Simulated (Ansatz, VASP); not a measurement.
# Two plane-wave programs on Cr

```
Cr
1.0
     2.81234    0.00000    0.00000
     0.00000    2.81234    0.00000
     0.00000    0.00000    2.81234
Cr
2
Direct
  0.00000 0.00000 0.00000
  0.50000 0.50000 0.50000
```

Change from the starting cell: volume scaled by 0.85, no spin polarisation, PAW files.

Alike in both runs: task single point; functional PBE; k mesh 11 × 11 × 11; occupations fermi-dirac, width 0.05 eV; no spin polarisation.

|  | VASP | Ansatz |
| --- | --- | --- |
| version | VASP 6.6.1 | Ansatz 0.2.0 |
| potentials or method | VASP PAW PBE potentials, release 64 (Cr_pv) | PAW with Ansatz's default frozen-core files, scalar-relativistic |
| plane-wave cutoff (eV) | 520 | 420 |
| valence electrons in the cell | 24 | 28 |

|  | VASP | Ansatz | Ansatz less VASP |
| --- | --- | --- | --- |
| pressure (GPa) | 10.1 | 10.6 | +0.49 |

VASP's potentials hold 24 valence electrons a cell and Ansatz's 28, so a difference there can come from the potentials and not from the codes.
